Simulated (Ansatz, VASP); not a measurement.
# Two plane-wave programs on TaAs

```
Ta As
1.0
     1.70772   -2.95785    3.48206
    -1.70772    2.95785    3.48206
    -5.12315   -2.95785    0.00000
Ta As
4 4
Direct
  0.75000 0.75000 0.33333
  0.25000 0.25000 0.33333
  0.00000 0.50000 0.83333
  0.50000 0.00000 0.83333
  0.50000 0.50000 0.00000
  0.00000 0.00000 0.00000
  0.75000 0.25000 0.50000
  0.25000 0.75000 0.50000
```

Alike in both runs: functional PBE; k mesh 8 × 8 × 6; occupations gaussian, width 0.1 eV; no spin polarisation.

Ansatz relaxed the structure, and its values are those at the end. VASP's run is a single point on that final structure, the one shown.

```csv
,VASP,Ansatz
version,VASP 6.6.1,Ansatz 0.2.0
potentials or method,"VASP PAW PBE potentials, release 64 (Ta_pv, As), cutoff 520 eV","scalar-relativistic, plane waves, PAW"
valence electrons in the cell,64,112
```

Ansatz gave:

* gap on the k mesh at the Fermi level (eV): none
* pressure (GPa): 0.0

Task: Which values does VASP return?

Result: gap on the k mesh at the Fermi level (eV): none; pressure (GPa): 0.4.

A gap of «none» marks a metal or a gap that the smearing closes. VASP's potentials hold 64 valence electrons a cell and Ansatz's 112, so a difference there can come from the potentials and not from the codes.

Spin-orbit coupling is off throughout.
